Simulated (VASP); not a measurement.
# BiTe (R-3m) in VASP: relaxation of cell and atoms with PBE

Aim: the relaxation of cell and atoms of BiTe with PBE.

Everything below comes from runs of VASP 6.6.1. Logs are shortened: lines on timing, memory, paths and dates and some standing lists are left out, and cuts for length are marked.

## (1) The cell of the first run

Symmetry: R-3m, No. 166, trigonal system. The conventional cell has a = 4.845 Å, b = 4.845 Å, c = 9.952 Å, α = 90.00°, β = 90.00°, γ = 120.00°. Within 4.4 Å of Bi (site symmetry -3m) lie 6 Te at 3.25 Å and 6 Bi at 4.34 Å. Within 4.4 Å of Te (site symmetry -3m) lie 6 Bi at 3.25 Å and 6 Te at 4.34 Å.

## (2) Relaxation of cell and atoms, PBE

Contents of INCAR:

```
SYSTEM = BiTe
  PREC = Accurate
  ENCUT = 600
  EDIFF = 1E-7
  ISMEAR = 0
  SIGMA = 0.1
  LREAL = .FALSE.
  LASPH = .TRUE.
  NELM = 60
  ALGO = Normal
  ISIF = 3
  LWAVE = .FALSE.
  LCHARG = .FALSE.
  GGA = PE
  IBRION = 2
  NSW = 100
  EDIFFG = -0.005
```

Contents of KPOINTS:

```
regular mesh
0
G
  12 12 12
  0 0 0
```

Contents of POSCAR:

```
BiTe
1.0
    2.4227077728      1.3987509848      3.3172919545
   -2.4227077728      1.3987509848      3.3172919545
    0.0000000000     -2.7975019696      3.3172919545
Bi Te
1 1
Direct
    0.5000000000      0.5000000000      0.5000000000
    0.0000000000      0.0000000000      0.0000000000
```

Potentials or basis: VASP PAW PBE potentials, release 64 (Bi_d, Te).

Command:

```bash
cat potpaw_PBE.64/Bi_d/POTCAR potpaw_PBE.64/Te/POTCAR > POTCAR
mpirun -np 1 vasp_std > vasp.out
```

OUTCAR:

```text
SYSTEM = BiTe
   PREC = Accurate
   ENCUT = 600
   EDIFF = 1E-7
   ISMEAR = 0
   LREAL = .FALSE.
   LASPH = .TRUE.
   NELM = 60
   ISIF = 3
   GGA = PE
   IBRION = 2
   NSW = 100
   EDIFFG = -0.005

 ion  position               nearest neighbor table
   1  0.500  0.500  0.500-   2 3.25   2 3.25   2 3.25   2 3.25   2 3.25   2 3.25
   2  0.000  0.000  0.000-   1 3.25   1 3.25   1 3.25   1 3.25   1 3.25   1 3.25

  LATTYP: Found a trigonal (rhomboedric) cell.
 ALAT       =     4.3394058558
 COS(alpha) =     0.3765932224

  Lattice vectors:

 A1 = (   2.4227077728,   1.3987509848,   3.3172919545)
 A2 = (  -2.4227077728,   1.3987509848,   3.3172919545)
 A3 = (   0.0000000000,  -2.7975019696,   3.3172919545)

Analysis of symmetry for initial positions (statically):
=====================================================================
 Subroutine PRICEL returns:
 Original cell was already a primitive cell.

 Routine SETGRP: Setting up the symmetry group for a
 trigonal (rhombohedral) supercell.

 Subroutine GETGRP returns: Found 12 space group operations
 (whereof 12 operations were pure point group operations)
 out of a pool of 12 trial point group operations.

The static configuration has the point symmetry D_3d.

Analysis of symmetry for dynamics (positions and initial velocities):
=====================================================================
 Subroutine PRICEL returns:
 Original cell was already a primitive cell.

 Routine SETGRP: Setting up the symmetry group for a
 trigonal (rhombohedral) supercell.

 Subroutine GETGRP returns: Found 12 space group operations
 (whereof 12 operations were pure point group operations)
 out of a pool of 12 trial point group operations.

The dynamic configuration has the point symmetry D_3d.

 Subroutine INISYM returns: Found 12 space group operations
 (whereof 12 operations are pure point group operations),
 and found     1 'primitive' translations

----------------------------------------------------------------------------------------

                                     Primitive cell

  volume of cell :      67.4491

  direct lattice vectors                    reciprocal lattice vectors
     2.422707773  1.398750985  3.317291954     0.206380648  0.119153923  0.100483568
    -2.422707773  1.398750985  3.317291954    -0.206380648  0.119153923  0.100483568
     0.000000000 -2.797501970  3.317291954     0.000000000 -0.238307845  0.100483568

  length of vectors
     4.339405856  4.339405856  4.339405856     0.258626326  0.258626326  0.258626326

  position of ions in fractional coordinates (direct lattice)
     0.500000000  0.500000000  0.500000000
     0.000000000  0.000000000  0.000000000

  ion indices of the primitive-cell ions
   primitive index   ion index
                 1           1
                 2           2

----------------------------------------------------------------------------------------

 KPOINTS: regular mesh

Automatic generation of k-mesh.
 Grid dimensions read from file:
 generate k-points for:   12   12   12

 Generating k-lattice:

  Cartesian coordinates                     Fractional coordinates (reciprocal lattice)
     0.017198387  0.009929494  0.008373631     0.083333333 -0.000000000  0.000000000
    -0.017198387  0.009929494  0.008373631    -0.000000000  0.083333333  0.000000000
     0.000000000 -0.019858987  0.008373631     0.000000000  0.000000000  0.083333333

  Length of vectors
     0.021552194  0.021552194  0.021552194

  Shift w.r.t. Gamma in fractional coordinates (k-lattice)
     0.000000000  0.000000000  0.000000000

 Subroutine IBZKPT returns following result:
 ===========================================

 Found    189 irreducible k-points:

 Following reciprocal coordinates:
            Coordinates               Weight
  0.000000  0.000000  0.000000      1.000000
  0.083333 -0.000000  0.000000      6.000000
  0.166667 -0.000000  0.000000      6.000000
  0.250000 -0.000000  0.000000      6.000000
  0.333333 -0.000000  0.000000      6.000000
  0.416667 -0.000000  0.000000      6.000000
[... 16 lines left out ...]
  0.500000  0.166667 -0.000000     12.000000
 -0.416667  0.166667 -0.000000     12.000000
 [... further k-points ...]
   k-points           NKPTS =    189   k-points in BZ     NKDIM =    189   number of bands    NBANDS=     14
   number of dos      NEDOS =    301   number of ions     NIONS =      2
   total plane-waves  NPLWV =  46656
   dimension x,y,z NGX =    36 NGY =   36 NGZ =   36
   dimension x,y,z NGXF=    72 NGYF=   72 NGZF=   72
   ions per type =               1   1
   NGX,Y,Z   is equivalent  to a cutoff of  13.79, 13.79, 13.79 a.u.
   NGXF,Y,Z  is equivalent  to a cutoff of  27.58, 27.58, 27.58 a.u.
 SYSTEM =  BiTe
   PREC   = accura    normal or accurate (medium, high low for compatibility)
   ISTART =      0    job   : 0-new  1-cont  2-samecut
   ICHARG =      2    charge: 1-file 2-atom 10-const
   ISPIN  =      1    spin polarized calculation?
   LNONCOLLINEAR =      F non collinear calculations
   LSORBIT =      F    spin-orbit coupling
   LASPH  =      T    aspherical Exc in radial PAW
   ENCUT  =  600.0 eV  44.10 Ry    6.64 a.u.   8.67  8.67  8.67*2*pi/ulx,y,z
   NELM   =     60;   NELMIN=  2; NELMDL= -5     # of ELM steps
   EDIFF  = 0.1E-06   stopping-criterion for ELM
   LREAL  =      F    real-space projection
   EDIFFG = -.5E-02   stopping-criterion for IOM
   NSW    =    100    number of steps for IOM
   IBRION =      2    ionic relax: 0-MD 1-quasi-New 2-CG
   NFREE  =      1    steps in history (QN), initial steepest desc. (CG)
   ISIF   =      3    stress and relaxation
   ISYM   =      2    0-nonsym 1-usesym 2-fastsym
   POTIM  = 0.5000    time-step for ionic-motion
   TEBEG  =    0.0;   TEEND  =   0.0 temperature during run
   PSTRESS=    0.0 pullay stress
   NELECT =      21.0000    total number of electrons
   NUPDOWN=      -1.0000    fix difference up-down
   EMIN   =  10.00;   EMAX   =-10.00  energy-range for DOS
   EFERMI =   0.00;   METHOD = LEGACY
   ISMEAR =     0;   SIGMA  =   0.10  broadening in eV -4-tet -1-fermi 0-gaus
   EFERMI_NEDOS =   21; number of points for ismear=-14 and -15
   IALGO  =     38    algorithm
   IMIX   =      4    mixing-type and parameters
     AMIX     =   0.40;   BMIX     =  1.00
     AMIX_MAG =   1.60;   BMIX_MAG =  1.00
  volume/ion in A,a.u.               =      33.72       227.58
  Fermi-wavevector in a.u.,A,eV,Ry     =   1.109573  2.096789 16.750837  1.231152
  Thomas-Fermi vector in A             =   2.246114
   LORBIT       =      0    0 simple, 1 ext, 2 COOP (PROOUT), +10 PAW based schemes
   GGA     = PE    functional components
   LHFCALC =     F    Hartree Fock is set to
   AEXX    =    0.0000 exact exchange contribution
   IVDW    =     0    specifies the selected vdW correction
   LEPSILON=     F    determine dielectric tensor
   LRPA    =     F    only Hartree local field effects (RPA)
 conjugate gradient relaxation of ions
 non-spin polarized calculation
 Gauss-broadening in eV      SIGMA  =   0.10
  energy-cutoff  :      600.00
  volume of cell :       67.45
 maximum number of plane-waves:      2274
   NGX = 17   NGY = 17   NGZ = 17

--------------------------------------- Ionic step        1  -------------------------------------------

 number of electron      21.0000005 magnetization

 Free energy of the ion-electron system (eV)
  ---------------------------------------------------
  ext. energy  EPLUGINS =         0.00000000
  ---------------------------------------------------
  free energy    TOTEN  =        -7.18473918 eV

  energy without entropy =       -7.17814941  energy(sigma->0) =       -7.18144429

------------------------ aborting loop because EDIFF is reached ----------------------------------------

  FORCE on cell =-STRESS in cart. coord.  units (eV):
  Direction    XX          YY          ZZ          XY          YZ          ZX
  --------------------------------------------------------------------------------------
  -------------------------------------------------------------------------------------
  Total       -0.0253343     -0.0253343     -0.0397489     -0.0000000      0.0000000      0.0000000
  in kB       -0.6017868     -0.6017868     -0.9441895     -0.0000000      0.0000000      0.0000000
  external PRESSURE =      -0.7159210 kB  Pullay stress =       0.0000000 kB
[... 129 lines left out ...]
  energy  without entropy=       -7.1782332769  energy(sigma->0) =       -7.18150279

--------------------------------------- Ionic step        5  -------------------------------------------

 number of electron      21.0000005 magnetization

 Free energy of the ion-electron system (eV)
  ---------------------------------------------------
  ext. energy  EPLUGINS =         0.00000000
  ---------------------------------------------------
  free energy    TOTEN  =        -7.18478314 eV

  energy without entropy =       -7.17829414  energy(sigma->0) =       -7.18153864

 E-fermi :   6.7018     XC(G=0):  -9.4866

 val. band max:        6.6956133655   @ k =   0.3333   0.3333   0.1667
 cond. band min:       6.7048105473   @ k =  -0.4167   0.1667  -0.0000
 fundamental gap:      0.0091971818
 Fermi energy:         6.7018276057

 k-point     1 :       0.0000    0.0000    0.0000
  band No.  band energies     occupation
      1     -16.5344      2.00000
      2     -16.5344      2.00000
      3     -16.5232      2.00000
      4     -16.5232      2.00000
      5     -16.5092      2.00000
      6      -6.7995      2.00000
      7      -1.5780      2.00000
      8       3.7741      2.00000
      9       3.7741      2.00000
     10       5.0903      2.00000
     11       8.5735      0.00000
     12       9.2162      0.00000
     13       9.2162      0.00000
     14      10.7550      0.00000
[... 375 lines left out ...]
 k-point    24 :      -0.4167    0.1667   -0.0000
  band No.  band energies     occupation
      1     -16.5350      2.00000
      2     -16.5337      2.00000
      3     -16.5261      2.00000
      4     -16.5165      2.00000
      5     -16.5054      2.00000
      6      -4.8917      2.00000
      7      -4.4364      2.00000
      8       2.8510      2.00000
      9       4.3858      2.00000
     10       4.8795      2.00000
     11       6.7048      0.96635
     12       7.6455      0.00000
     13       8.4945      0.00000
     14      12.0254      0.00000

 [... further k-points ...]

------------------------ aborting loop because EDIFF is reached ----------------------------------------

  FORCE on cell =-STRESS in cart. coord.  units (eV):
  Direction    XX          YY          ZZ          XY          YZ          ZX
  --------------------------------------------------------------------------------------
  -------------------------------------------------------------------------------------
  Total        0.0013808      0.0013808     -0.0012927     -0.0000000     -0.0000000      0.0000000
  in kB        0.0328647      0.0328647     -0.0307680     -0.0000000     -0.0000000      0.0000000
  external PRESSURE =       0.0116538 kB  Pullay stress =       0.0000000 kB
[... 17 lines left out ...]
  FREE ENERGIE OF THE ION-ELECTRON SYSTEM (eV)
  ---------------------------------------------------
  free  energy   TOTEN  =        -7.1847831404 eV

  energy  without entropy=       -7.1782941414  energy(sigma->0) =       -7.18153864

 reached required accuracy - stopping structural energy minimisation
```

It took 7.2 min on 1 thread of Intel Xeon 6975P-C (Granite Rapids), shared host; peak memory 0.4 GiB.

What came out:

```yaml
Free_energy: -7.1848 eV
Relaxed_volume: 33.66 Å³/atom
Relaxed_cell: a = 4.334 Å, b = 4.334 Å, c = 4.334 Å, α = 67.99°, β = 67.99°, γ = 67.99°
Space_group_after_relaxing_to_0.1_Å: R-3m (No. 166)
Energy_gained_by_relaxing: 0.0 meV/atom
Ionic_steps: 5
Pressure_after_relaxing: 0.0 GPa
Band_gap_on_the_k_mesh: zero (an odd number of electrons rules out a gap without spin polarisation)
```

Final structure:
```cif
data_structure
_symmetry_space_group_name_H-M 'P 1'
_symmetry_Int_Tables_number 1
_cell_length_a 4.3338
_cell_length_b 4.3338
_cell_length_c 4.3338
_cell_angle_alpha 67.988
_cell_angle_beta 67.988
_cell_angle_gamma 67.988
_cell_volume 67.31
loop_
_atom_site_label
_atom_site_type_symbol
_atom_site_fract_x
_atom_site_fract_y
_atom_site_fract_z
_atom_site_occupancy
Bi1 Bi 0.50000 0.50000 0.50000 1
Te1 Te 0.00000 0.00000 0.00000 1
```

Levels at points of the mesh, in eV from the Fermi level:
| k point | band 6 | band 7 | band 8 | band 9 | band 10 | band 11 | band 12 | band 13 | band 14 |
| --- | --- | --- | --- | --- | --- | --- | --- | --- | --- |
| (0.00, 0.00, 0.00) | -13.50 | -8.28 | -2.93 | -2.93 | -1.61 | 1.87 | 2.51 | 2.51 | 4.05 |
| (0.50, 0.00, 0.00) | -11.59 | -11.37 | -1.87 | -1.83 | -1.03 | -0.96 | -0.61 | 0.32 | 6.68 |
| (0.50, 0.50, 0.00) | -11.71 | -9.98 | -5.62 | -4.50 | -3.30 | 2.41 | 3.05 | 3.59 | 4.57 |
| (0.50, 0.50, 0.50) | -11.24 | -10.95 | -2.37 | -2.37 | -2.25 | -1.58 | -1.28 | -1.28 | 8.00 |

Caveat: spin-orbit coupling is left out, which moves the levels of the heavy elements; an odd number of electrons without spin polarisation forces a metal; a magnetic or distorted state may lie lower.
